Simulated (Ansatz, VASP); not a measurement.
## ZrC: VASP beside Ansatz

INCAR

```
SYSTEM = ZrC
PREC     = Accurate       ! precision mode
ENCUT    = 520            ! plane-wave cutoff, eV
EDIFF    = 1E-7           ! SCF threshold, eV
ISMEAR   = -1             ! smearing method
SIGMA    = 0.05           ! smearing width, eV
LREAL    = .FALSE.        ! projectors in reciprocal space
LASPH    = .TRUE.         ! aspherical terms in the spheres
NELM     = 100            ! most SCF steps
ALGO     = Normal         ! electronic algorithm
ISIF     = 2              ! what is computed and relaxed
LWAVE    = .FALSE.        ! write WAVECAR
LCHARG   = .FALSE.        ! write CHGCAR
GGA      = PS             ! functional
NBANDS   = 15             ! bands
```

The input KPOINTS:

```
regular mesh
0
G
  15 15 15
  0 0 0
```

The input POSCAR:

```
ZrC
1.0
    0.0000000000      2.3963042514      2.3963042514
    2.3963042514      0.0000000000      2.3963042514
    2.3963042514      2.3963042514      0.0000000000
Zr C
1 1
Direct
    0.5000000000      0.5000000000      0.5000000000
    0.0000000000      0.0000000000      0.0000000000
```

Input for Ansatz:

```yaml
crystal:
  lattice:
    - [0.0, 2.3963042514, 2.3963042514]
    - [2.3963042514, 0.0, 2.3963042514]
    - [2.3963042514, 2.3963042514, 0.0]
  atoms:
    - { symbol: Zr, position: [0.5, 0.5, 0.5] }
    - { symbol: C, position: [0.0, 0.0, 0.0] }
kpoints:
  mp_grid: { grid: [15, 15, 15] }
scf:
  occupations: { method: fermi_dirac, width: 0.05 }
hamiltonian:
  xc: pbesol
  pseudopotentials: { kind: all_electron, lapw: { basis_error: 0.00025 } }
output:
  forces: true
  stress: true
  eigenvalues: true
```

Change from the starting cell: volume scaled by 1.06.

Alike in both runs: task single point; functional PBEsol; k mesh 15 × 15 × 15; occupations fermi-dirac, width 0.05 eV; no spin polarisation.

|  | VASP | Ansatz |
| --- | --- | --- |
| version | VASP 6.6.1 | Ansatz 0.2.0 |
| potentials or method | VASP PAW PBE potentials, release 64 (Zr_sv, C), cutoff 520 eV | all-electron LAPW, scalar-relativistic |

```csv
,VASP,Ansatz,Ansatz less VASP
pressure (GPa),-15.5,-15.8,-0.24
```

VASP's potentials were made for PBE, not for PBEsol. Ansatz ran all-electron here, and VASP with PAW potentials.
